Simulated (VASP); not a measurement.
Wanted: the native input for a VASP 6.6.1 run.

- Task: single point
- Functional: PBEsol
- Potentials or basis: VASP PAW PBE potentials, release 64 (Mg, S)
- Cutoff: 520 eV
- k mesh: 8 × 8 × 8
- Occupations: gaussian, width 0.05 eV
- Spin: no spin polarisation
- Dipole correction: no
- Further INCAR settings: ALGO = Normal; EDIFF = 1e-07; NBANDS = 11

The structure of MgS lies in POSCAR:

```
MgS
1.0
    0.0000000000      2.6796995000      2.6016500000
    2.6796995000      0.0000000000      2.6016500000
    2.6796995000      2.6796995000      0.0000000000
Mg S
1 1
Direct
    0.0000000000      0.0000000000      0.0000000000
    0.5000000000      0.5000000000      0.5000000000
```

This cell differs from its parent crystal: strain +0.030 along x and y, +0.000 along z.

One way to write it, as run:

INCAR

```
  PREC = Accurate
  ENCUT = 520
  EDIFF = 1E-7
  ISMEAR = 0
  SIGMA = 0.05
  LREAL = False
  LASPH = True
  NELM = 100
  ALGO = Normal
  ISIF = 2
  LWAVE = False
  LCHARG = False
  GGA = PS
  NBANDS = 11
```

KPOINTS

```
Automatic mesh
0
Gamma
  8 8 8
```

Potentials or basis: VASP PAW PBE potentials, release 64 (Mg, S).

Launch:

```bash
$ cat potpaw_PBE.64/Mg/POTCAR potpaw_PBE.64/S/POTCAR > POTCAR
$ mpirun -np 1 vasp_std > vasp.out
```

It gave:

The pressure is -4.9 GPa and the band gap on the k mesh is 2.46 eV, indirect (least direct gap 3.11 eV).

Caveat: the cell differs from its parent crystal (strain +0.030 along x and y, +0.000 along z); the PAW data sets were made with another functional, which shifts forces and pressure a little.

Wall time 22 s on 1 thread of AMD EPYC 7R13, on a shared host, peak memory 0.17 GiB.
